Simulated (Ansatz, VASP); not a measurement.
Two plane-wave programs on Ru

File INCAR:

```
SYSTEM = Ru
PREC     = Accurate       ! precision mode
ENCUT    = 600            ! plane-wave cutoff, eV
EDIFF    = 1E-7           ! SCF threshold, eV
ISMEAR   = -1             ! smearing method
SIGMA    = 0.1            ! smearing width, eV
LREAL    = .FALSE.        ! projectors in reciprocal space
LASPH    = .TRUE.         ! aspherical terms in the spheres
NELM     = 80             ! most SCF steps
ALGO     = Normal         ! electronic algorithm
ISIF     = 3              ! what is computed and relaxed
LWAVE    = .FALSE.        ! write WAVECAR
LCHARG   = .FALSE.        ! write CHGCAR
GGA      = PE             ! functional
IBRION   = 2              ! ionic algorithm
NSW      = 80             ! ionic steps
EDIFFG   = -0.01          ! ionic threshold
```

The input KPOINTS:

```
Automatic mesh
0
G
  13 13 8
  0 0 0
```

POSCAR

```
Ru
1.0
    2.7038898633      0.0000000000      0.0000000000
   -1.3519449316      2.3416373106      0.0000000000
    0.0000000000      0.0000000000      4.2816800000
Ru
2
Direct
    0.3333333333      0.6666666667      0.2500000000
    0.6666666667      0.3333333333      0.7500000000
```

Input for Ansatz:

```yaml
crystal:
  lattice:
    - [2.7038898633, 0.0, 0.0]
    - [-1.3519449316, 2.3416373106, 0.0]
    - [0.0, 0.0, 4.28168]
  atoms:
    - { symbol: Ru, position: [0.3333333333, 0.6666666667, 0.25] }
    - { symbol: Ru, position: [0.6666666667, 0.3333333333, 0.75] }
hamiltonian:
  xc: pbe
  pseudopotentials:
    kind: paw
    azcp:
      Ru: "pseudopotentials/Ru.paw.azcp"
basis:
  ecutwfc: 420
  fft_grid_basis: typed
kpoints:
  mp_grid: { grid: [13, 13, 8], shift: [0, 0, 0] }
magnetization:
  spin_polarized: false
scf:
  occupations: { method: fermi_dirac, width: 0.1 }
relax:
  max_steps: 60
  f_tol: 0.01
  cell: {}
```

Alike in both runs: task relaxation of cell and atoms; functional PBE; k mesh 13 × 13 × 8; occupations fermi-dirac, width 0.1 eV; no spin polarisation.

```csv
,VASP,Ansatz
version,VASP 6.6.1,Ansatz 0.2.0
potentials or method,"VASP PAW PBE potentials, release 64 (Ru_pv), cutoff 600 eV","plane waves (420 eV) with PAW, scalar-relativistic"
valence electrons in the cell,28,32
```

VASP gave:

```
relaxed volume (Å³/atom)                                     : 13.77
relaxed cell length with the largest relative difference (Å) : 2.723
```

Question: Estimate Ansatz's values.

Answer: Relaxed volume (Å³/atom): 13.78; relaxed cell length with the largest relative difference (Å): 2.724.

VASP's potentials hold 28 valence electrons a cell and Ansatz's 32, so a difference there can come from the potentials and not from the codes.
